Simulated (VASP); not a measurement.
# FeSi2 (P4/mmm) in VASP: vibrations by perturbation theory with PBEsol

Aim: the vibrations by perturbation theory of FeSi2 with PBEsol.

All numbers are computed with VASP 6.6.1; they aren't measurements. Logs are shortened: lines on timing, memory, paths and dates and some standing lists are left out, and cuts for length are marked.

## 1. The cell of the first run

It takes space group P4/mmm (No. 123, tetragonal). The conventional cell has a = 2.632 Å, b = 2.632 Å, c = 5.049 Å, α = 90.00°, β = 90.00°, γ = 90.00°. Fe (site symmetry 4/mmm) has 8 Si at 2.32 Å and 4 Fe at 2.63 Å within 3.1 Å. Si (site symmetry 4mm) has 6 Si at 2.29 to 2.76 Å and 4 Fe at 2.32 Å within 3.0 Å.

## 2. Vibrations by perturbation theory, PBEsol

INCAR reads:

```
SYSTEM = FeSi2
PREC = Accurate
ENCUT = 520
EDIFF = 1E-8
ISMEAR = -1
SIGMA = 0.15
LREAL = .False.
LASPH = .True.
NELM = 100
ALGO = Normal
ISIF = 2
LWAVE = .False.
LCHARG = .False.
GGA = PS
IBRION = 8
NSW = 1
```

KPOINTS reads:

```
Automatic mesh
0
Gamma
  16 16 8
  0 0 0
```

POSCAR reads:

```
FeSi2
1.0
    2.6317102002      0.0000000000      0.0000000000
    0.0000000000      2.6317102002      0.0000000000
    0.0000000000      0.0000000000      5.0491116213
Fe Si
1 2
Direct
    0.0000000000      0.0000000000      0.0000000000
    0.5000000000      0.5000000000      0.2731354307
    0.5000000000      0.5000000000      0.7268645693
```

Potentials or basis: VASP PAW PBE potentials, release 64 (Fe, Si).

Started as:

```sh
$ cat potpaw_PBE.64/Fe/POTCAR potpaw_PBE.64/Si/POTCAR > POTCAR
$ mpirun -np 1 vasp_std > vasp.out
```

OUTCAR:

```text
SYSTEM = FeSi2
   PREC = Accurate
   ENCUT = 520
   EDIFF = 1E-8
   ISMEAR = -1
   LREAL = .False.
   LASPH = .True.
   NELM = 100
   ISIF = 2
   GGA = PS
   IBRION = 8
   NSW = 1

 ion  position               nearest neighbor table
   1  0.000  0.000  0.000-   2 2.32   3 2.32   2 2.32   3 2.32   2 2.32   3 2.32   2 2.32   3 2.32

   2  0.500  0.500  0.273-   3 2.29   1 2.32   1 2.32   1 2.32   1 2.32   3 2.76
   3  0.500  0.500  0.727-   2 2.29   1 2.32   1 2.32   1 2.32   1 2.32   2 2.76

  LATTYP: Found a simple tetragonal cell.
 ALAT       =     2.6317102002
 C/A-ratio  =     1.9185667255

  Lattice vectors:

 A1 = (   2.6317102002,   0.0000000000,   0.0000000000)
 A2 = (   0.0000000000,   2.6317102002,   0.0000000000)
 A3 = (   0.0000000000,   0.0000000000,   5.0491116213)

Analysis of symmetry for initial positions (statically):
=====================================================================
 Subroutine PRICEL returns:
 Original cell was already a primitive cell.

 Routine SETGRP: Setting up the symmetry group for a
 simple tetragonal supercell.

 Subroutine GETGRP returns: Found 16 space group operations
 (whereof 16 operations were pure point group operations)
 out of a pool of 16 trial point group operations.

The static configuration has the point symmetry D_4h.

Analysis of symmetry for dynamics (positions and initial velocities):
=====================================================================
 Subroutine PRICEL returns:
 Original cell was already a primitive cell.

 Routine SETGRP: Setting up the symmetry group for a
 simple tetragonal supercell.

 Subroutine GETGRP returns: Found 16 space group operations
 (whereof 16 operations were pure point group operations)
 out of a pool of 16 trial point group operations.

The dynamic configuration has the point symmetry D_4h.

 Subroutine INISYM returns: Found 16 space group operations
 (whereof 16 operations are pure point group operations),
 and found     1 'primitive' translations

----------------------------------------------------------------------------------------

                                     Primitive cell

  volume of cell :      34.9696

  direct lattice vectors                    reciprocal lattice vectors
     2.631710200  0.000000000  0.000000000     0.379981048  0.000000000  0.000000000
     0.000000000  2.631710200  0.000000000     0.000000000  0.379981048  0.000000000
     0.000000000  0.000000000  5.049111621     0.000000000  0.000000000  0.198054643

  length of vectors
     2.631710200  2.631710200  5.049111621     0.379981048  0.379981048  0.198054643

  position of ions in fractional coordinates (direct lattice)
     0.000000000  0.000000000  0.000000000
     0.500000000  0.500000000  0.273135431
     0.500000000  0.500000000  0.726864569

  ion indices of the primitive-cell ions
   primitive index   ion index
                 1           1
                 2           2
                 3           3

----------------------------------------------------------------------------------------

 KPOINTS: Automatic mesh

Automatic generation of k-mesh.
 Grid dimensions read from file:
 generate k-points for:   16   16    8

 Generating k-lattice:

  Cartesian coordinates                     Fractional coordinates (reciprocal lattice)
[... 105 lines left out ...]
  ---------------------------------------------------
  free energy    TOTEN  =       -21.93640903 eV

  energy without entropy =      -21.86243933  energy(sigma->0) =      -21.89942418

 E-fermi :  10.5794     XC(G=0): -12.3352

 val. band max:       10.5794015947   @ k =   0.4375   0.3750   0.1250
 cond. band min:      10.5900059703   @ k =   0.4375   0.3750   0.0000
 fundamental gap:      0.0106043756
 Fermi energy:        10.5794276157

 k-point     1 :       0.0000    0.0000    0.0000
  band No.  band energies     occupation
      1      -3.7537      2.00000
      2       1.2180      2.00000
      3       2.2979      2.00000
      4       6.8209      2.00000
      5       8.8219      1.99998
      6       9.0774      1.99991
      7       9.0774      1.99991
      8      10.0418      1.94598
      9      15.5580      0.00000
     10      15.5580      0.00000
     11      17.3326      0.00000
     12      17.8426      0.00000
[... 331 lines left out ...]
 k-point    24 :       0.5000    0.1250    0.0000
  band No.  band energies     occupation
      1       0.7506      2.00000
      2       2.6492      2.00000
      3       3.6904      2.00000
      4       5.9421      2.00000
      5       6.4997      2.00000
      6       7.5244      2.00000
      7       8.6521      1.99999
      8       9.8286      1.98669
      9      10.7388      0.51359
     10      12.3506      0.00001
     11      13.0716      0.00000
     12      16.1956      0.00000

 [... further k-points ...]

------------------------ aborting loop because EDIFF is reached ----------------------------------------

  FORCE on cell =-STRESS in cart. coord.  units (eV):
  Direction    XX          YY          ZZ          XY          YZ          ZX
  --------------------------------------------------------------------------------------
  -------------------------------------------------------------------------------------
  Total        2.3092469      2.3092469      2.3189652      0.0000000      0.0000000      0.0000000
  in kB      105.8010192    105.8010192    106.2462756      0.0000000      0.0000000      0.0000000
  external PRESSURE =     105.9494380 kB  Pullay stress =       0.0000000 kB

 VOLUME and BASIS-vectors are now :
 -----------------------------------------------------------------------------
  energy-cutoff  :      520.00
  volume of cell :       34.97
      direct lattice vectors                 reciprocal lattice vectors
     2.631710200  0.000000000  0.000000000     0.379981048  0.000000000  0.000000000
     0.000000000  2.631710200  0.000000000     0.000000000  0.379981048  0.000000000
     0.000000000  0.000000000  5.049111621     0.000000000  0.000000000  0.198054643

 POSITION                                       TOTAL-FORCE (eV/Angst)
 -----------------------------------------------------------------------------------
      0.00000      0.00000      0.00000        -0.000000      0.000000     -0.000000
      1.31586      1.31586      1.37909        -0.000000      0.000000      0.025706
      1.31586      1.31586      3.67002         0.000000     -0.000000     -0.025706
 -----------------------------------------------------------------------------------
    total drift:                               -0.000000      0.000000      0.000000

  FREE ENERGIE OF THE ION-ELECTRON SYSTEM (eV)
  ---------------------------------------------------
  free  energy   TOTEN  =       -21.9364090309 eV

  energy  without entropy=      -21.8624393318  energy(sigma->0) =      -21.89942418

[... ionic steps 2 to 3 ...]

--------------------------------------- Ionic step        4  -------------------------------------------

------------------------ aborting loop because EDIFF is reached ----------------------------------------
[... 11 lines left out ...]
[... ionic steps 8 to 8 ...]

--------------------------------------- Ionic step        9  -------------------------------------------

 Free energy of the ion-electron system (eV)
  ---------------------------------------------------
  ---------------------------------------------------
  free energy    TOTEN  =        -0.03233178 eV

  energy without entropy =       -0.03234526

------------------------ aborting loop because EDIFF is reached ----------------------------------------

 INTERNAL STRAIN TENSOR  FOR ION    2  DIRECTION 3   (eV/Angst):
 -----------------------------------------------------------------------------
    -8.78871  0.00000  0.00000
     0.00000 -8.78871  0.00000
    -0.00000  0.00000  3.49865

 INTERNAL STRAIN TENSOR FOR ION    3 for displacements in x,y,z  (eV/Angst):
          X           Y           Z          XY          YZ          ZX
  --------------------------------------------------------------------------------
  x     0.00000     0.00000     0.00000     0.00000     0.00000     6.53707
  y     0.00000     0.00000     0.00000     0.00000     7.26665     0.00000
  z     8.78871     8.78871    -3.49865     0.00000     0.00000     0.00000

 SECOND DERIVATIVES (NOT SYMMETRIZED)
 ------------------------------------
               1X          1Y          1Z          2X          2Y          2Z          3X          3Y          3Z
  1X   -10.769658   -0.000000    0.000000    5.384829    0.000000    0.000000    5.384829    0.000000    0.000000
  1Y     0.000000  -10.769658    0.000000    0.000000    5.384829    0.000000    0.000000    5.384829    0.000000
  1Z     0.000000   -0.000000  -15.880841    0.000000    0.000000    7.940420    0.000000   -0.000000    7.940420
  2X     5.380144    0.000000    0.000000   -5.715019    0.000000    0.000000    0.334875    0.000000    0.000000
  2Y     0.000000    5.380144   -0.000000    0.000000   -5.715019    0.000000    0.000000    0.334875    0.000000
  2Z     0.000000    0.000000    7.938831   -0.000000    0.000000  -22.187244    0.000000    0.000000   14.248413
  3X     5.380144    0.000000    0.000000    0.334875    0.000000    0.000000   -5.715019    0.000000    0.000000
  3Y     0.000000    5.380144   -0.000000    0.000000    0.334875    0.000000    0.000000   -5.715019    0.000000
  3Z     0.000000    0.000000    7.938831    0.000000    0.000000   14.248413   -0.000000    0.000000  -22.187244

 Eigenvectors and eigenvalues of the dynamical matrix
 ----------------------------------------------------

   1 f  =   17.806428 THz   111.881087 2PiTHz  593.958507 cm-1    73.641436 meV
             X         Y         Z           dx          dy          dz
      0.000000  0.000000  0.000000    -0.000000    0.000000   -0.000000
      1.315855  1.315855  1.379091     0.000000   -0.000000    0.707107
      1.315855  1.315855  3.670020     0.000000   -0.000000   -0.707107
[... 43 lines left out ...]
   9 f/i=    0.002109 THz     0.013253 2PiTHz    0.070356 cm-1     0.008723 meV
             X         Y         Z           dx          dy          dz
      0.000000  0.000000  0.000000     0.691777   -0.140659   -0.000000
      1.315855  1.315855  1.379091     0.490786   -0.099792   -0.000000
      1.315855  1.315855  3.670020     0.490786   -0.099792   -0.000000

--------------------------------------------------------------------------------------------------------

 ELASTIC MODULI CONTR FROM IONIC RELAXATION (kBar)
 Direction    XX          YY          ZZ          XY          YZ          ZX
 --------------------------------------------------------------------------------
 XX        -194.2553   -194.2553     77.3301      0.0000     -0.0000      0.0000
 YY        -194.2553   -194.2553     77.3301      0.0000     -0.0000      0.0000
 ZZ          77.3301     77.3301    -30.7840      0.0000      0.0000     -0.0000
 XY           0.0000      0.0000      0.0000      0.0000      0.0000      0.0000
 YZ          -0.0000     -0.0000      0.0000      0.0000   -799.7783     -0.0000
 ZX           0.0000      0.0000     -0.0000      0.0000     -0.0000   -647.2429
 --------------------------------------------------------------------------------
```

It took 6.5 min on 1 thread of AMD EPYC 9R45 (Zen 5), shared host; peak memory 0.75 GiB.

Results:

```
Highest phonon frequency at Γ : 594 cm⁻¹
```

Phonon frequencies in cm⁻¹ (negative: imaginary):
| q point | frequencies |
| --- | --- |
| (0.000, 0.000, 0.000) | 0 0 0 242 242 323 323 393 594 |

Caveat: the cell stands under pressure or tension, which shifts response properties; the PAW data sets were made with another functional, which shifts forces and pressure a little; the run has no spin polarisation, though such a crystal can be magnetic. Spin polarisation is off, so any magnetic state and its effect on volume and gap are missing.
